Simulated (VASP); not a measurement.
Set up this calculation in VASP 6.6.1, as the native input.

* Task: single point
* Functional: PBEsol
* Potentials or basis: VASP PAW PBE potentials, release 64 (Ag, Cl)
* Cutoff: 500 eV
* k mesh: 8 × 8 × 8
* Occupations: gaussian, width 0.01 eV
* Spin: no spin polarisation
* Dipole correction: no
* Further INCAR settings: ALGO = Normal; EDIFF = 1e-06; NBANDS = 16

The structure of AgCl lies in POSCAR:

```
AgCl
1.0
    0.0000000000      2.6114069817      2.6114069817
    2.6114069817      0.0000000000      2.6114069817
    2.6114069817      2.6114069817      0.0000000000
Ag Cl
1 1
Direct
    0.0000000000      0.0000000000      0.0000000000
    0.5000000000      0.5000000000      0.5000000000
```

These files were run (other wordings do the same):

INCAR

```
PREC = Accurate
ENCUT = 500
EDIFF = 1E-6
ISMEAR = 0
SIGMA = 0.01
LREAL = F
LASPH = T
NELM = 120
ALGO = Normal
ISIF = 2
LWAVE = F
LCHARG = F
GGA = PS
NBANDS = 16
GGA_COMPAT = F
```

KPOINTS

```
regular mesh
0
Gamma
  8 8 8
```

Potentials or basis: VASP PAW PBE potentials, release 64 (Ag, Cl).

Command:

```bash
$ cat potpaw_PBE.64/Ag/POTCAR potpaw_PBE.64/Cl/POTCAR > POTCAR
$ mpirun -np 1 vasp_std > vasp.out
```

It gave:

```
Pressure               : 9.9 GPa
Band gap on the k mesh : 0.77 eV (least direct gap 3.47 eV)
```

Caveat: the cell stands under pressure; the PAW data sets were made with another functional, which shifts forces and pressure a little.

Wall time 6.6 s on 1 thread of Intel(R) Xeon(R) 6975P-C (Granite Rapids) (shared host), peak memory 0.16 GiB.
